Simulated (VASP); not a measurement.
A run of VASP 6.6.1 is set up as follows.

File INCAR:

```
SYSTEM = SnO
ALGO     = Normal         ! electronic algorithm
DIPOL    = 0.5 0.5 0.404
EDIFF    = 1E-7           ! SCF threshold, eV
ENCUT    = 520            ! plane-wave cutoff, eV
GGA      = PE             ! functional
IDIPOL   = 3            
ISIF     = 2              ! what is computed and relaxed
ISMEAR   = 0              ! smearing method
IVDW     = 12             ! dispersion correction
LASPH    = .TRUE.         ! aspherical terms in the spheres
LCHARG   = .FALSE.        ! write CHGCAR
LDIPOL   = .TRUE.       
LREAL    = .FALSE.        ! projectors in reciprocal space
LWAVE    = .FALSE.        ! write WAVECAR
NBANDS   = 50             ! bands
NELM     = 100            ! most SCF steps
PREC     = Accurate       ! precision mode
SIGMA    = 0.05           ! smearing width, eV
```

The input KPOINTS:

```
k-points
0
G
  7 7 1
  0 0 0
```

File POSCAR:

```
SnO
1.0
    3.8201629585      0.0000000000      0.0000000000
    0.0000000000      3.8201629585      0.0000000000
    0.0000000000      0.0000000000     22.2260830948
Sn O
4 4
Direct
    0.7500000000      0.2500000000      0.2024648239
    0.2500000000      0.7500000000      0.3087832219
    0.6250000000      1.1250000000      0.5000000000
    1.1250000000      0.6250000000      0.6063183980
    0.2500000000      0.2500000000      0.2556240229
    0.7500000000      0.7500000000      0.2556240229
    1.1250000000      1.1250000000      0.5531591990
    0.6250000000      0.6250000000      0.5531591990
```

Potentials or basis: VASP PAW PBE potentials, release 64 (Sn_d, O).

Run with:

```sh
$ cat potpaw_PBE.64/Sn_d/POTCAR potpaw_PBE.64/O/POTCAR > POTCAR
$ mpirun -np 1 vasp_std > vasp.out
```

Task: Estimate the band gap on the k mesh.

Result: 2.57 eV (least direct gap 2.59 eV).

Task: Predict the largest force.

Result: 0.174 eV/Å.

Forces on the atoms (eV/Å):
```
Sn  -0.002 -0.002 -0.080
Sn  -0.007 -0.007  0.173
Sn   0.007  0.007 -0.173
Sn   0.002  0.002  0.080
O    0.004 -0.010  0.010
O   -0.010  0.004  0.010
O    0.010 -0.004 -0.010
O   -0.004  0.010 -0.010
```

Caveat: the cell differs from its parent crystal (layers slid over each other); spin-orbit coupling is left out, which moves the levels of the heavy elements.
